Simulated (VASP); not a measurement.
# ZrH3 (Pm-3m) in VASP: notebook, part 2 of 2

VASP 6.6.1.

### Step 4. Single point, BLYP

INCAR

```
SYSTEM = ZrH3
AGGAC = 1.0 ; AGGAX = 1.0
ALDAC = 0.0 ; ALDAX = 1.0
ALGO = Normal ; EDIFF = 1E-6
ENCUT = 500 ; GGA = B5
GGA_COMPAT = .False. ; ISIF = 2
ISMEAR = -1 ; LASPH = .True.
LCHARG = .True. ; LELF = .True.
LREAL = .False. ; LVHAR = .True.
LWAVE = .False. ; NBANDS = 16
NELM = 120 ; PREC = Accurate
SIGMA = 0.05
```

KPOINTS

```
k-points
0
Gamma
  7 7 7
  0 0 0
```

POSCAR

```
ZrH3
1.0
    3.1260380000      0.0000000000      0.0000000000
    0.0000000000      3.1260380000      0.0000000000
    0.0000000000      0.0000000000      3.1260380000
Zr H
1 3
Direct
    0.0000000000      0.0000000000      0.0000000000
    0.0000000000      0.5000000000      0.5000000000
    0.5000000000      0.0000000000      0.5000000000
    0.5000000000      0.5000000000      0.0000000000
```

Potentials or basis: VASP PAW PBE potentials, release 64 (Zr_sv, H).

Started as:

```sh
> cat potpaw_PBE.64/Zr_sv/POTCAR potpaw_PBE.64/H/POTCAR > POTCAR
> mpirun -np 1 vasp_std > vasp.out
```

OUTCAR:

```text
SYSTEM = ZrH3
   EDIFF = 1E-6
   ENCUT = 500
   GGA = B5
   ISIF = 2
   ISMEAR = -1
   LASPH = .True.
   LREAL = .False.
   NELM = 120
   PREC = Accurate

 ion  position               nearest neighbor table
   1  0.000  0.000  0.000-   2 2.21   3 2.21   4 2.21   2 2.21   3 2.21   2 2.21   4 2.21   2 2.21
                             3 2.21   4 2.21   3 2.21   4 2.21
   2  0.000  0.500  0.500-   1 2.21   1 2.21   1 2.21   1 2.21
   3  0.500  0.000  0.500-   1 2.21   1 2.21   1 2.21   1 2.21
   4  0.500  0.500  0.000-   1 2.21   1 2.21   1 2.21   1 2.21

  LATTYP: Found a simple cubic cell.
 ALAT       =     3.1260380000

  Lattice vectors:

 A1 = (   3.1260380000,   0.0000000000,   0.0000000000)
 A2 = (   0.0000000000,   3.1260380000,   0.0000000000)
 A3 = (   0.0000000000,   0.0000000000,   3.1260380000)

Analysis of symmetry for initial positions (statically):
=====================================================================
 Subroutine PRICEL returns:
 Original cell was already a primitive cell.

 Routine SETGRP: Setting up the symmetry group for a
 simple cubic supercell.

 Subroutine GETGRP returns: Found 48 space group operations
 (whereof 48 operations were pure point group operations)
 out of a pool of 48 trial point group operations.

The static configuration has the point symmetry O_h .

Analysis of symmetry for dynamics (positions and initial velocities):
=====================================================================
 Subroutine PRICEL returns:
 Original cell was already a primitive cell.

 Routine SETGRP: Setting up the symmetry group for a
 simple cubic supercell.

 Subroutine GETGRP returns: Found 48 space group operations
 (whereof 48 operations were pure point group operations)
 out of a pool of 48 trial point group operations.

The dynamic configuration has the point symmetry O_h .

 Subroutine INISYM returns: Found 48 space group operations
[... 116 lines left out ...]
     AMIX_MAG =   1.60;   BMIX_MAG =  1.00
  volume/ion in A,a.u.               =       7.64        51.54
  Fermi-wavevector in a.u.,A,eV,Ry     =   1.291549  2.440674 22.695874  1.668100
  Thomas-Fermi vector in A             =   2.423312
   LORBIT       =      0    0 simple, 1 ext, 2 COOP (PROOUT), +10 PAW based schemes
   GGA     = B5    functional components
   LHFCALC =     F    Hartree Fock is set to
   AEXX    =    0.0000 exact exchange contribution
   IVDW    =     0    specifies the selected vdW correction
   LEPSILON=     F    determine dielectric tensor
   LRPA    =     F    only Hartree local field effects (RPA)
 non-spin polarized calculation
  energy-cutoff  :      500.00
  volume of cell :       30.55
 maximum number of plane-waves:       787
 NGX is ok and might be reduce to    24
   NGX = 11   NGY = 11   NGZ = 11

 number of electron      15.0000002 magnetization

 Free energy of the ion-electron system (eV)
  ---------------------------------------------------
  ext. energy  EPLUGINS =         0.00000000
  ---------------------------------------------------
  free energy    TOTEN  =       -18.37787742 eV

  energy without entropy =      -18.37331026  energy(sigma->0) =      -18.37559384

 E-fermi :   8.3066     XC(G=0): -10.5045

 val. band max:        8.1682638303   @ k =   0.2857   0.2857   0.0000
 cond. band min:       8.3862002269   @ k =   0.2857   0.2857   0.1429
 fundamental gap:      0.2179363966
 Fermi energy:         8.3066104235

 k-point     1 :       0.0000    0.0000    0.0000
  band No.  band energies     occupation
      1     -41.1100      2.00000
      2     -18.9043      2.00000
      3     -18.9043      2.00000
      4     -18.9043      2.00000
      5      -1.7942      2.00000
      6       3.9820      2.00000
[... 357 lines left out ...]
      3     -19.3727      2.00000
      4     -19.3727      2.00000
      5       2.2347      2.00000
      6       2.5401      2.00000
[... 8 lines left out ...]
     15      17.0358      0.00000
     16      17.4768      0.00000

------------------------ aborting loop because EDIFF is reached ----------------------------------------

  FORCE on cell =-STRESS in cart. coord.  units (eV):
  Direction    XX          YY          ZZ          XY          YZ          ZX
  --------------------------------------------------------------------------------------
  -------------------------------------------------------------------------------------
  Total        0.6798385      0.6798385      0.6798385     -0.0000000      0.0000000     -0.0000000
  in kB       35.6560787     35.6560787     35.6560787     -0.0000000      0.0000000     -0.0000000
  external PRESSURE =      35.6560787 kB  Pullay stress =       0.0000000 kB

 VOLUME and BASIS-vectors are now :
 -----------------------------------------------------------------------------
  energy-cutoff  :      500.00
  volume of cell :       30.55
      direct lattice vectors                 reciprocal lattice vectors
     3.126038000  0.000000000  0.000000000     0.319893744  0.000000000  0.000000000
     0.000000000  3.126038000  0.000000000     0.000000000  0.319893744  0.000000000
     0.000000000  0.000000000  3.126038000     0.000000000  0.000000000  0.319893744

 POSITION                                       TOTAL-FORCE (eV/Angst)
 -----------------------------------------------------------------------------------
      0.00000      0.00000      0.00000         0.000000      0.000000      0.000000
      0.00000      1.56302      1.56302         0.000000      0.000000      0.000000
      1.56302      0.00000      1.56302         0.000000      0.000000      0.000000
      1.56302      1.56302      0.00000         0.000000      0.000000      0.000000
 -----------------------------------------------------------------------------------
    total drift:                               -0.000000      0.000000      0.000000

  FREE ENERGIE OF THE ION-ELECTRON SYSTEM (eV)
  ---------------------------------------------------
  free  energy   TOTEN  =       -18.3778774178 eV

  energy  without entropy=      -18.3733102631  energy(sigma->0) =      -18.37559384
```

Run time: 35 s. Hardware: 1 thread of Intel Xeon 8259CL, shared host; peak memory 0.14 GiB.

Results:

```
Free energy : -18.3779 eV
Pressure    : 3.6 GPa
```

Caveat: the PAW data sets were made with another functional, which shifts forces and pressure a little.

### Step 5. Summary

| level | potentials or basis | gap on the mesh (eV) | pressure (GPa) |
| --- | --- | --- | --- |
| LDA | VASP PAW LDA potentials, release 64 (Zr_sv, H) | none | -6.9 |
| PBEsol | VASP PAW PBE potentials, release 64 (Zr_sv, H) | none | -4.6 |
| BLYP | VASP PAW PBE potentials, release 64 (Zr_sv, H) | none | 3.6 |

Alike in all rows: task single point; no spin polarisation; cell as given; k mesh 7 × 7 × 7; cutoff (eV) 500; smearing fermi-dirac 0.05 eV.

Caveats: the PAW data sets were made with another functional, which shifts forces and pressure a little (some runs).

Absolute energies hang on the potentials; compare differences alone.
